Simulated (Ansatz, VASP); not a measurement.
## One calculation of CaO, two programs

```
Ca O
1.0
     0.00000    2.39755    2.39755
     2.39755    0.00000    2.39755
     2.39755    2.39755    0.00000
Ca O
1 1
Direct
  0.00000 0.00000 0.00000
  0.50000 0.50000 0.50000
```

Alike in both runs: task single point; functional r2SCAN; k mesh 6 × 6 × 6; no spin polarisation.

|  | VASP | Ansatz |
| --- | --- | --- |
| version | VASP 6.6.1 | Ansatz 0.2.0 |
| potentials or method | VASP PAW PBE potentials, release 64 (Ca_sv, O) | plane waves, PAW |
| plane-wave cutoff (eV) | 520 | 500 |
| occupations | gaussian, width 0.01 eV | fixed |
| valence electrons in the cell | 16 | 16 |

|  | VASP | Ansatz | Ansatz less VASP |
| --- | --- | --- | --- |
| gap on the k mesh at the Fermi level (eV) | 4.19 | 4.20 | +0.012 |
| pressure (GPa) | 1.0 | 0.0 | -1.05 |

VASP's potentials were made for PBE, not for r2SCAN.
